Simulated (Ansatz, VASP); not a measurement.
One calculation of TaAs, two programs

Contents of INCAR:

```
SYSTEM = TaAs
  PREC = Accurate
  ENCUT = 520
  EDIFF = 1E-7
  ISMEAR = 0
  SIGMA = 0.1
  LREAL = .False.
  LASPH = .True.
  NELM = 80
  ALGO = Normal
  ISIF = 2
  LWAVE = .False.
  LCHARG = .False.
  GGA = PE
  NBANDS = 15
```

File KPOINTS:

```
regular mesh
0
Gamma
  6 6 6
  0 0 0
```

Contents of POSCAR:

```
TaAs
1.0
    3.4468317000      0.0000000000      0.0000000000
    0.0000000000      3.4468317000      0.0000000000
    0.0000000000      0.0000000000      3.6310153400
Ta As
1 1
Direct
    0.5000000000      0.5000000000      0.0000000000
    0.0000000000      0.0000000000      0.5000000000
```

Input for Ansatz:

```yaml
crystal:
  lattice:
    - [3.4468317, 0.0, 0.0]
    - [0.0, 3.4468317, 0.0]
    - [0.0, 0.0, 3.63101534]
  atoms:
    - { symbol: Ta, position: [0.5, 0.5, 0.0] }
    - { symbol: As, position: [0.0, 0.0, 0.5] }
basis:
  ecutwfc: 420
kpoints:
  mp_grid: { grid: [6, 6, 6] }
hamiltonian:
  xc: pbe
scf:
  occupations: { method: gaussian, width: 0.1 }
  lower_state_search: "off"
output:
  forces: true
  stress: true
  eigenvalues: true
```

Alike in both runs: task single point; functional PBE; k mesh 6 × 6 × 6; occupations gaussian, width 0.1 eV; no spin polarisation.

|  | VASP | Ansatz |
| --- | --- | --- |
| version | VASP 6.6.1 | Ansatz 0.2.0 |
| potentials or method | VASP PAW PBE potentials, release 64 (Ta_pv, As), cutoff 520 eV | scalar-relativistic, plane waves, PAW |
| valence electrons in the cell | 16 | 28 |

```csv
,VASP,Ansatz,Ansatz less VASP
gap on the k mesh at the Fermi level (eV),none,none,-
pressure (GPa),-25.5,-25.6,-0.08
"traceless stress, the component that is largest in VASP (GPa)",-4.71,-4.73,-0.017
```

A gap of «none» marks a metal or a gap that the smearing closes. VASP's potentials hold 16 valence electrons a cell and Ansatz's 28, so a difference there can come from the potentials and not from the codes.

Neither program's run includes spin-orbit coupling.
